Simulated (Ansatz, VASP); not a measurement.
Sr: VASP beside Ansatz

Contents of INCAR:

```
SYSTEM = Sr
ALGO = Fast
EDIFF = 1E-6
ENCUT = 520
GGA = CA
ISIF = 2
ISMEAR = 0
LASPH = .True.
LCHARG = .True.
LELF = .True.
LREAL = .False.
LVHAR = .True.
LWAVE = .False.
NBANDS = 17
NELM = 80
PREC = Accurate
SIGMA = 0.15
```

KPOINTS

```
k-points
0
Gamma
  12 12 8
  0 0 0
```

Contents of POSCAR:

```
Sr
1.0
    4.3896263337      0.0000000000      0.0000000000
   -2.1948131669      3.5528298300      0.0000000000
    0.0000000000      0.0000000000      6.7154259278
Sr
2
Direct
    0.2764649393      0.6666666667      0.2500000000
    0.7235350607      0.3333333333      0.7500000000
```

Input for Ansatz:

```yaml
crystal:
  lattice:
    - [4.3896263337, 0.0, 0.0]
    - [-2.1948131669, 3.55282983, 0.0]
    - [0.0, 0.0, 6.7154259278]
  atoms:
    - { symbol: Sr, position: [0.2764649393, 0.6666666667, 0.25] }
    - { symbol: Sr, position: [0.7235350607, 0.3333333333, 0.75] }
basis:
  ecutwfc: 420
kpoints:
  mp_grid: { grid: [12, 12, 8] }
hamiltonian:
  xc: lda
scf:
  occupations: { method: gaussian, width: 0.15 }
output:
  forces: true
  stress: true
  eigenvalues: true
  write_density: true
  write_potential: true
  elf: true
  volumetric_format: npy
```

Change from the starting cell: mode 4 frozen in at -0.233 Å, normal strain along x +0.0700.

Alike in both runs: task single point; functional LDA; k mesh 12 × 12 × 8; occupations gaussian, width 0.15 eV; no spin polarisation.

|  | VASP | Ansatz |
| --- | --- | --- |
| version | VASP 6.6.1 | Ansatz 0.2.0 |
| potentials or method | VASP PAW LDA potentials, release 64 (Sr_sv), cutoff 520 eV | scalar-relativistic, plane waves, PAW |
| valence electrons in the cell | 20 | 20 |

```csv
,VASP,Ansatz,Ansatz less VASP
gap on the k mesh at the Fermi level (eV),none,none,-
pressure (GPa),-0.8,-0.8,+0.01
"traceless stress, the component that is largest in VASP (GPa)",-0.98,-0.98,+0.003
rms of the force components (eV/Å),0.095,0.095,-0.0002
```

LDA's correlation is that of Perdew and Zunger in VASP and of Perdew and Wang (1992) in Ansatz. Atom by atom the forces differ by 0.000 eV/Å (rms over components). A gap of «none» marks a metal or a gap that the smearing closes.
